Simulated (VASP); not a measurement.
Here is a VASP 6.6.1 calculation.

INCAR

```
PREC = Accurate
ENCUT = 520
EDIFF = 1E-6
ISMEAR = 0
SIGMA = 0.1
LREAL = False
LASPH = True
NELM = 60
ALGO = Normal
ISIF = 2
LWAVE = False
LCHARG = False
GGA = PE
NBANDS = 42
```

File KPOINTS:

```
regular mesh
0
Gamma
  8 8 6
```

POSCAR

```
ZnCd4S
1.0
    4.4512700286      0.0000000000      0.0000000000
    0.0000000000      4.4512700286      0.0000000000
    0.0000000000      0.0000000000      7.1733370388
Zn Cd S
1 4 1
Direct
    0.0000000000      0.0000000000      0.0000000000
    0.5000000000      0.0000000000      0.7681164813
    0.0000000000      0.5000000000      0.2318835187
    0.5000000000      0.0000000000      0.2318835187
    0.0000000000      0.5000000000      0.7681164813
    0.5000000000      0.5000000000      0.5000000000
```

Potentials or basis: VASP PAW PBE potentials, release 64 (Zn, Cd, S).

Launch:

```sh
$ cat potpaw_PBE.64/Zn/POTCAR potpaw_PBE.64/Cd/POTCAR potpaw_PBE.64/S/POTCAR > POTCAR
$ mpirun -np 1 vasp_std > vasp.out
```

(1) Estimate the largest force.

(2) Predict the band gap on the k mesh.

(3) Estimate the pressure.

Answers

(1) 0.005 eV/Å.

(2) zero (bands 33 and 34 overlap by 1.63 eV).

(3) 0.2 GPa.
